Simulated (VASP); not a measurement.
A run of VASP 6.6.1 is set up as follows.

INCAR

```
SYSTEM = Pb8O
PREC     = Accurate       ! precision mode
ENCUT    = 520            ! plane-wave cutoff, eV
EDIFF    = 1E-6           ! SCF threshold, eV
ISMEAR   = 0              ! smearing method
SIGMA    = 0.1            ! smearing width, eV
LREAL    = .False.        ! projectors in reciprocal space
LASPH    = .True.         ! aspherical terms in the spheres
NELM     = 60             ! most SCF steps
ALGO     = Fast           ! electronic algorithm
ISIF     = 2              ! what is computed and relaxed
LWAVE    = .False.        ! write WAVECAR
LCHARG   = .False.        ! write CHGCAR
LDIPOL   = .True.       
IDIPOL   = 3            
DIPOL    = 0.5 0.5 0.313
GGA      = PE             ! functional
NBANDS   = 69             ! bands
```

Contents of KPOINTS:

```
Automatic mesh
0
Gamma
  6 6 1
  0 0 0
```

POSCAR

```
Pb8O
1.0
    7.1295023335      0.0000000000      0.0000000000
   -3.5647511668      6.1743301372      0.0000000000
    0.0000000000      0.0000000000     18.1234889141
Pb O
8 1
Direct
    0.3333333333      0.1666666667      0.2207080557
    0.3333333333      0.6666666667      0.2207080557
    0.8333333333      0.1666666667      0.2207080557
    0.8333333333      0.6666666667      0.2207080557
    0.1666666667      0.3333333333      0.3654643400
    0.1666666667      0.8333333333      0.3654643400
    0.6666666667      0.3333333333      0.3654643400
    0.6666666667      0.8333333333      0.3654643400
    0.1666666667      0.3333333333      0.4751172718
```

Potentials or basis: VASP PAW PBE potentials, release 64 (Pb_d, O).

Command:

```bash
$ cat potpaw_PBE.64/Pb_d/POTCAR potpaw_PBE.64/O/POTCAR > POTCAR
$ mpirun -np 1 vasp_std > vasp.out
```

Question: Estimate the largest force.

Answer: 0.419 eV/Å.

Question: What does it give for the band gap on the k mesh?

Answer: Zero (bands 59 and 60 overlap by 0.03 eV).

Forces on the atoms (eV/Å):
```
Pb   0.270 -0.156 -0.280
Pb   0.000  0.311 -0.280
Pb  -0.270 -0.156 -0.280
Pb   0.000  0.000 -0.219
Pb   0.000  0.000  0.153
Pb   0.044  0.026  0.278
Pb   0.000 -0.051  0.278
Pb  -0.044  0.026  0.278
O    0.000  0.000  0.072
```

Caveat: spin-orbit coupling is left out, which moves the levels of the heavy elements.
